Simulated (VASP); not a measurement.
The system is InB3As4.

```
B As In
1.0
     5.15680    0.00000    0.00000
     0.00000    5.15680    0.00000
     0.00000    0.00000    5.15680
B As In
3 4 1
Direct
  0.50000 0.00000 0.00000
  0.00000 0.50000 0.00000
  0.00000 0.00000 0.50000
  0.77350 0.22650 0.22650
  0.22650 0.77350 0.22650
  0.22650 0.22650 0.77350
  0.77350 0.77350 0.77350
  0.50000 0.50000 0.50000
```

Base run:

| Quantity | Value |
| --- | --- |
| Program | VASP 6.6.1 |
| Functional | r2SCAN |
| Potentials or basis | VASP PAW PBE potentials, release 64 (B, As, In_d) |
| Cutoff | 520 eV |
| k mesh | 6 × 6 × 6 |
| Occupations | fermi-dirac, width 0.02 eV |
| Spin | no spin polarisation |

Its results: band gap on the k mesh 0.08 eV, direct; pressure 0.1 GPa; largest force 0.016 eV/Å.

Task: The run is repeated on the same cell with these changes: functional from r2SCAN to PBE. What comes out?

Result: Band gap on the k mesh zero (filled and empty bands touch); pressure 2.2 GPa; largest force 0.203 eV/Å.

Caveats: spin-orbit coupling is left out, which moves the levels of the heavy elements; the PAW data sets were made with another functional, which shifts forces and pressure a little (some runs).

